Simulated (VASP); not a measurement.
TiAl: single point with PBEsol

TiAl:

```
Ti Al
1.0
     3.20382    0.00000    0.00000
     0.00000    3.20382    0.00000
     0.00000    0.00000    3.06178
Ti Al
1 1
Direct
  0.00000 0.00000 0.00000
  0.50000 0.50000 0.50000
```

This cell differs from its parent crystal: strain +0.015 along x and y, -0.030 along z.

- Program: VASP 6.6.1
- Task: single point
- Functional: PBEsol
- Potentials or basis: VASP PAW PBE potentials, release 64 (Ti_sv, Al)
- Cutoff: 520 eV
- k mesh: 20 × 20 × 20
- Occupations: gaussian, width 0.15 eV
- Spin: no spin polarisation

The pressure is 0.2 GPa and the band gap on the k mesh is zero (an odd number of electrons rules out a gap without spin polarisation).

Stress tensor (GPa, compression positive):
```
 0.65  0.00  0.00
 0.00  0.65  0.00
 0.00  0.00 -0.72
```

Levels at points of the mesh, in eV from the Fermi level:
```tsv
k point	band 4	band 5	band 6	band 7	band 8	band 9	band 10	band 11	band 12	band 13
(0.00, 0.00, 0.00)	-32.85	-9.34	-1.53	-1.42	1.70	1.95	1.95	4.13	4.13	5.41
(0.50, 0.00, 0.00)	-32.84	-6.17	-5.27	-0.60	-0.03	0.51	2.13	2.94	6.55	9.03
(0.50, 0.50, 0.00)	-32.82	-5.24	-2.23	-2.23	-1.56	0.97	0.97	2.72	4.54	4.92
(0.00, 0.00, 0.50)	-32.90	-5.72	-5.16	-0.47	0.00	0.00	1.97	3.46	6.55	9.10
(0.50, 0.00, 0.50)	-32.88	-4.94	-2.12	-1.86	-1.44	0.55	0.66	2.89	5.02	5.05
(0.50, 0.50, 0.50)	-33.03	-3.14	-3.14	-3.14	0.82	2.81	2.93	2.93	3.03	3.13
```

Run time: 4.9 min on 1 thread of AMD EPYC 9R45 96-Core Processor (Zen 5) (shared host), peak memory 0.38 GiB.

Caveat: the cell differs from its parent crystal (strain +0.015 along x and y, -0.030 along z); the PAW data sets were made with another functional, which shifts forces and pressure a little.
